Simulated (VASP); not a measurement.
Wanted: the native input for a VASP 6.6.1 run.

```
Task                   : single point
Functional             : PBE
Potentials or basis    : VASP PAW PBE potentials, release 64 (Tl_d, O, H)
Cutoff                 : 520 eV
k mesh                 : 3 × 3 × 3
Occupations            : fermi-dirac, width 0.05 eV
Spin                   : no spin polarisation
Dipole correction      : no
Further INCAR settings : ALGO = Normal; EDIFF = 1e-06; NBANDS = 57
```

The structure of Tl2HO3 lies in POSCAR:

```
Tl2HO3
1.0
   -0.0033170000      5.1972500000      0.0014090000
    6.0605640000     -2.6024950000     -0.0051690000
   -2.2020450000      2.5983650000     -6.1542920000
Tl O H
4 6 2
Direct
    0.0613786975      0.8201873245      0.6909714284
    0.9366384064      0.1796302312      0.3119553337
    0.3635291160      0.4737935227      0.7390957683
    0.6374522160      0.5334976780      0.2576506803
    0.3757778221      0.1945315460      0.9937087706
    0.1789502461      0.8184110910      0.0076993055
    0.6203746697      0.8005769297      0.0041715482
    0.8284732316      0.1966181811      0.9912426969
    0.6513039823      0.9989172920      0.6821730727
    0.3500535722      0.9987832671      0.3238134484
    0.6085294871      0.1243659118      0.9048312252
    0.3150344906      0.8683975849      0.1071840817
```

These files were run (other wordings do the same):

INCAR

```
SYSTEM = Tl2HO3
  PREC = Accurate
  ENCUT = 520
  EDIFF = 1E-6
  ISMEAR = -1
  SIGMA = 0.05
  LREAL = .False.
  LASPH = .True.
  NELM = 100
  ALGO = Normal
  ISIF = 2
  LWAVE = .False.
  LCHARG = .False.
  GGA = PE
  NBANDS = 57
```

KPOINTS

```
Automatic mesh
0
Gamma
  3 3 3
  0 0 0
```

Potentials or basis: VASP PAW PBE potentials, release 64 (Tl_d, O, H).

Command:

```bash
$ cat potpaw_PBE.64/Tl_d/POTCAR potpaw_PBE.64/O/POTCAR potpaw_PBE.64/H/POTCAR > POTCAR
$ mpirun -np 1 vasp_std > vasp.out
```

It gave:

```yaml
Pressure: -2.4 GPa
Largest_force: 2.227 eV/Å
Band_gap_on_the_k_mesh: zero (band 45 reaches 2.68 eV, above the bottom of band 46 at 2.54 eV)
```

Caveat: the k points lie up to 0.45 Å⁻¹ apart; spin-orbit coupling is left out, which moves the levels of the heavy elements; forces of over 1 eV/Å act on the atoms, so gaps and moduli don't describe the material at rest.

Run time: 7 min on 1 thread of Intel(R) Xeon(R) Platinum 8375C CPU @ 2.90GHz (Ice Lake), on a shared host, peak memory 0.38 GiB.
